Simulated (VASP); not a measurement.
# Bi (Pm-3m) in VASP: further runs, part 2 of 2

VASP 6.6.1. The steps go on from the part before.

## 4. Single point, PBE

This run uses another cell than the first one, of 35.18 Å³/atom.

File INCAR:

```
SYSTEM = Bi
ALGO = Normal
EDIFF = 1E-7
ENCUT = 520
GGA = PE
ISIF = 2
ISMEAR = -1
LASPH = .TRUE.
LCHARG = .FALSE.
LREAL = .FALSE.
LWAVE = .FALSE.
NBANDS = 14
NELM = 80
PREC = Accurate
SIGMA = 0.06122561905347299
```

File KPOINTS:

```
k-points
0
G
  17 17 17
  0 0 0
```

File POSCAR:

```
Bi
1.0
    3.2767648550      0.0000000000      0.0000000000
    0.0000000000      3.2767648550      0.0000000000
    0.0000000000      0.0000000000      3.2767648550
Bi
1
Direct
    0.0000000000      0.0000000000      0.0000000000
```

Potentials or basis: VASP PAW PBE potentials, release 64 (Bi_d).

Launch:

```console
> cat potpaw_PBE.64/Bi_d/POTCAR > POTCAR
> mpirun -np 1 vasp_std > vasp.out
```

OUTCAR:

```text
SYSTEM = Bi
   EDIFF = 1E-7
   ENCUT = 520
   GGA = PE
   ISIF = 2
   ISMEAR = -1
   LASPH = .TRUE.
   LREAL = .FALSE.
   NELM = 80
   PREC = Accurate

 ion  position               nearest neighbor table
   1  0.000  0.000  0.000-

  LATTYP: Found a simple cubic cell.
 ALAT       =     3.2767648550

  Lattice vectors:

 A1 = (   3.2767648550,   0.0000000000,   0.0000000000)
 A2 = (   0.0000000000,   3.2767648550,   0.0000000000)
 A3 = (   0.0000000000,   0.0000000000,   3.2767648550)

Analysis of symmetry for initial positions (statically):
=====================================================================
 Subroutine PRICEL returns:
 Original cell was already a primitive cell.

 Routine SETGRP: Setting up the symmetry group for a
 simple cubic supercell.

 Subroutine GETGRP returns: Found 48 space group operations
 (whereof 48 operations were pure point group operations)
 out of a pool of 48 trial point group operations.

The static configuration has the point symmetry O_h .

Analysis of symmetry for dynamics (positions and initial velocities):
=====================================================================
 Subroutine PRICEL returns:
 Original cell was already a primitive cell.

 Routine SETGRP: Setting up the symmetry group for a
 simple cubic supercell.

 Subroutine GETGRP returns: Found 48 space group operations
 (whereof 48 operations were pure point group operations)
 out of a pool of 48 trial point group operations.

The dynamic configuration has the point symmetry O_h .

 Subroutine INISYM returns: Found 48 space group operations
 (whereof 48 operations are pure point group operations),
 and found     1 'primitive' translations

----------------------------------------------------------------------------------------

                                     Primitive cell
[... 108 lines left out ...]
     AMIX     =   0.40;   BMIX     =  1.00
     AMIX_MAG =   1.60;   BMIX_MAG =  1.00
  volume/ion in A,a.u.               =      35.18       237.43
  Fermi-wavevector in a.u.,A,eV,Ry     =   1.232140  2.328407 20.655935  1.518168
  Thomas-Fermi vector in A             =   2.366922
   LORBIT       =      0    0 simple, 1 ext, 2 COOP (PROOUT), +10 PAW based schemes
   GGA     = PE    functional components
   LHFCALC =     F    Hartree Fock is set to
   AEXX    =    0.0000 exact exchange contribution
   IVDW    =     0    specifies the selected vdW correction
   LEPSILON=     F    determine dielectric tensor
   LRPA    =     F    only Hartree local field effects (RPA)
 non-spin polarized calculation
  energy-cutoff  :      520.00
  volume of cell :       35.18
 maximum number of plane-waves:       962
   NGX = 13   NGY = 13   NGZ = 13

 number of electron      14.9999991 magnetization

 Free energy of the ion-electron system (eV)
  ---------------------------------------------------
  ext. energy  EPLUGINS =         0.00000000
  ---------------------------------------------------
  free energy    TOTEN  =        -3.84672877 eV

  energy without entropy =       -3.83903887  energy(sigma->0) =       -3.84288382

 E-fermi :   6.3095     XC(G=0):  -9.5723

 val. band max:        6.2921850626   @ k =   0.3529   0.2353   0.0588
 cond. band min:       6.3147750626   @ k =   0.2353   0.2353   0.2353
 fundamental gap:      0.0225900000
 Fermi energy:         6.3095188802

 k-point     1 :       0.0000    0.0000    0.0000
  band No.  band energies     occupation
      1     -16.6060      2.00000
      2     -16.6060      2.00000
      3     -16.3083      2.00000
      4     -16.3083      2.00000
      5     -16.3083      2.00000
      6      -6.6454      2.00000
      7       9.4050      0.00000
      8       9.4050      0.00000
      9       9.4050      0.00000
     10      12.5123      0.00000
     11      14.0713      0.00000
     12      14.0713      0.00000
     13      23.1434      0.00000
     14      23.1434      0.00000
[... 377 lines left out ...]
      1     -16.5701      2.00000
      2     -16.3973      2.00000
      3     -16.3833      2.00000
      4     -16.3443      2.00000
      5     -16.3120      2.00000
      6      -4.7055      2.00000
      7       1.7286      2.00000
      8       9.4251      0.00000
      9      11.3784      0.00000
     10      14.3417      0.00000
     11      16.1605      0.00000
     12      16.8380      0.00000
     13      18.3207      0.00000
     14      18.5031      0.00000

 [... further k-points ...]
[... 5 lines left out ...]
  --------------------------------------------------------------------------------------
  -------------------------------------------------------------------------------------
  Total       -0.0176066     -0.0176066     -0.0176066     -0.0000000      0.0000000     -0.0000000
  in kB       -0.8017704     -0.8017704     -0.8017704     -0.0000000      0.0000000     -0.0000000
  external PRESSURE =      -0.8017704 kB  Pullay stress =       0.0000000 kB

 VOLUME and BASIS-vectors are now :
 -----------------------------------------------------------------------------
  energy-cutoff  :      520.00
  volume of cell :       35.18
      direct lattice vectors                 reciprocal lattice vectors
     3.276764855  0.000000000  0.000000000     0.305179054  0.000000000  0.000000000
     0.000000000  3.276764855  0.000000000     0.000000000  0.305179054  0.000000000
     0.000000000  0.000000000  3.276764855     0.000000000  0.000000000  0.305179054

 POSITION                                       TOTAL-FORCE (eV/Angst)
 -----------------------------------------------------------------------------------
      0.00000      0.00000      0.00000         0.000000      0.000000      0.000000
 -----------------------------------------------------------------------------------
    total drift:                                0.000000     -0.000000      0.000000

  FREE ENERGIE OF THE ION-ELECTRON SYSTEM (eV)
  ---------------------------------------------------
  free  energy   TOTEN  =        -3.8467287669 eV

  energy  without entropy=       -3.8390388745  energy(sigma->0) =       -3.84288382
```

Wall time 41 s (1 thread of Intel Xeon 8259CL, shared host); peak memory 0.19 GiB.

What came out:

```
Free energy            : -3.8467 eV
Pressure               : -0.1 GPa
Band gap on the k mesh : zero (an odd number of electrons rules out a gap without spin polarisation)
```

Caveat: spin-orbit coupling is left out, which moves the levels of the heavy elements.
